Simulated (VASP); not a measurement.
H3CCl, 40 atoms in the cell. The cell holds a disordered packing, 40 atoms: a = 9.029 Å, b = 9.029 Å, c = 9.029 Å, α = 90.00°, β = 90.00°, γ = 90.00°. 

- Program: VASP 6.6.1
- Task: single point
- Functional: PBE
- Dispersion: D3(BJ)
- Potentials or basis: VASP PAW PBE potentials, release 64 (C, Cl, H)
- Cutoff: 520 eV
- k mesh: 1 × 1 × 1
- Occupations: fermi-dirac, width 0.05 eV
- Spin: no spin polarisation
- Dipole correction: no
- Further INCAR settings: LREAL = Auto; ALGO = Normal; EDIFF = 1e-06; NBANDS = 82

Potentials or basis: VASP PAW PBE potentials, release 64 (C, Cl, H).

Command:

```sh
$ cat potpaw_PBE.64/C/POTCAR potpaw_PBE.64/Cl/POTCAR potpaw_PBE.64/H/POTCAR > POTCAR
$ mpirun -np 1 vasp_gam > vasp.out
```

Hardware: 1 thread of AMD EPYC 7R43 64-Core Processor (Zen 3) (shared host).

Task: How long does it take, and how much memory?

Result: Run time: 3.1 min on 1 thread of AMD EPYC 7R43 64-Core Processor (Zen 3) (shared host), peak memory 0.59 GiB. Counts: scf iterations 17, k points 1.
